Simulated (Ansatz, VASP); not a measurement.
# BiTe: VASP beside Ansatz

The input INCAR:

```
SYSTEM = BiTe
  PREC = Accurate
  ENCUT = 520
  EDIFF = 1E-6
  ISMEAR = 0
  SIGMA = 0.15
  LREAL = .False.
  LASPH = .True.
  NELM = 60
  ALGO = Normal
  ISIF = 2
  LWAVE = .False.
  LCHARG = .True.
  GGA = PS
  LELF = .True.
  LVHAR = .True.
  NBANDS = 18
```

File KPOINTS:

```
Automatic mesh
0
Gamma
  12 12 12
  0 0 0
```

POSCAR

```
BiTe
1.0
    2.3397754739      1.3987509848      3.2567242602
   -2.5056400717      1.3987509848      3.3778596488
   -0.0829322989     -2.7975019696      3.3172919545
Bi Te
1 1
Direct
    0.5000000000      0.5000000000      0.5000000000
    0.0000000000      0.0000000000      0.0000000000
```

Input for Ansatz:

```yaml
crystal:
  lattice:
    - [2.3397754739, 1.3987509848, 3.2567242602]
    - [-2.5056400717, 1.3987509848, 3.3778596488]
    - [-0.0829322989, -2.7975019696, 3.3172919545]
  atoms:
    - { symbol: Bi, position: [0.5, 0.5, 0.5] }
    - { symbol: Te, position: [0.0, 0.0, 0.0] }
basis:
  ecutwfc: 420
kpoints:
  mp_grid: { grid: [12, 12, 12] }
hamiltonian:
  xc: pbesol
scf:
  occupations: { method: gaussian, width: 0.15 }
output:
  forces: true
  stress: true
  eigenvalues: true
```

Change from the starting cell: strain -0.0500 x Voigt [0, 0, 0, 0, 1, 0], atoms carried along.

Alike in both runs: task single point; functional PBEsol; k mesh 12 × 12 × 12; occupations gaussian, width 0.15 eV; no spin polarisation.

|  | VASP | Ansatz |
| --- | --- | --- |
| version | VASP 6.6.1 | Ansatz 0.2.0 |
| potentials or method | VASP PAW PBE potentials, release 64 (Bi_d, Te), cutoff 520 eV | scalar-relativistic, plane waves, PAW |
| valence electrons in the cell | 21 | 31 |

|  | VASP | Ansatz | Ansatz less VASP |
| --- | --- | --- | --- |
| gap on the k mesh at the Fermi level (eV) | none | none | - |
| pressure (GPa) | -2.4 | -2.4 | +0.03 |
| traceless stress, the component that is largest in VASP (GPa) | 1.25 | 1.25 | -0.002 |

VASP's potentials were made for PBE, not for PBEsol. A gap of «none» marks a metal or a gap that the smearing closes. VASP's potentials hold 21 valence electrons a cell and Ansatz's 31, so a difference there can come from the potentials and not from the codes.

Spin-orbit coupling is off throughout.
